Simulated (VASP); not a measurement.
Here is a VASP 6.6.1 calculation.

Contents of INCAR:

```
ALGO     = Normal         # electronic algorithm
EDIFF    = 1E-6           # SCF threshold, eV
ENCUT    = 520            # plane-wave cutoff, eV
GGA      = CA             # functional
ISIF     = 2              # what is computed and relaxed
ISMEAR   = 0              # smearing method
LASPH    = True           # aspherical terms in the spheres
LCHARG   = False          # write CHGCAR
LREAL    = False          # projectors in reciprocal space
LWAVE    = False          # write WAVECAR
NBANDS   = 73             # bands
NELM     = 60             # most SCF steps
PREC     = Accurate       # precision mode
SIGMA    = 0.02           # smearing width, eV
```

The input KPOINTS:

```
k-points
0
Gamma
  3 3 4
```

File POSCAR:

```
Cs3Bi2Br9
1.0
    7.6890125056      0.0000000000      0.0000000000
   -3.8445062528      6.6588801599      0.0000000000
    0.0000000000      0.0000000000      9.5838453594
Cs Bi Br
3 2 9
Direct
    0.6666666667      0.3333333333      0.6622214581
    0.3333333333      0.6666666667      0.3377785419
    0.0000000000      0.0000000000      0.0000000000
    0.6666666667      0.3333333333      0.1957124740
    0.3333333333      0.6666666667      0.8042875260
    0.5000000000      0.5000000000      0.0000000000
    0.5000000000      0.0000000000      0.0000000000
    0.0000000000      0.5000000000      0.0000000000
    0.3200860171      0.1600430086      0.3443782737
    0.8399569914      0.1600430086      0.3443782737
    0.8399569914      0.6799139829      0.3443782737
    0.1600430086      0.3200860171      0.6556217263
    0.1600430086      0.8399569914      0.6556217263
    0.6799139829      0.8399569914      0.6556217263
```

Potentials or basis: VASP PAW LDA potentials, release 64 (Cs_sv, Bi_d, Br).

The run is started by

```sh
$ cat potpaw_LDA.64/Cs_sv/POTCAR potpaw_LDA.64/Bi_d/POTCAR potpaw_LDA.64/Br/POTCAR > POTCAR
$ mpirun -np 1 vasp_std > vasp.out
```

Problem. What does it give for the pressure?

Solution. 0.1 GPa.

Problem. Predict the band gap on the k mesh.

Solution. 2.22 eV.

Forces in eV/Å, atoms in the order of the input:
```
Cs   0.000  0.000  0.001
Cs   0.000  0.000 -0.001
Cs   0.000  0.000  0.000
Bi   0.000  0.000 -0.022
Bi   0.000  0.000  0.022
Br   0.000  0.000  0.000
Br   0.000  0.000  0.000
Br   0.000  0.000  0.000
Br  -0.017 -0.010  0.013
Br   0.017 -0.010  0.013
Br   0.000  0.019  0.013
Br   0.000 -0.019 -0.013
Br  -0.017  0.010 -0.013
Br   0.017  0.010 -0.013
```

Caveat: spin-orbit coupling is left out, which moves the levels of the heavy elements. A k mesh can miss the band edges.
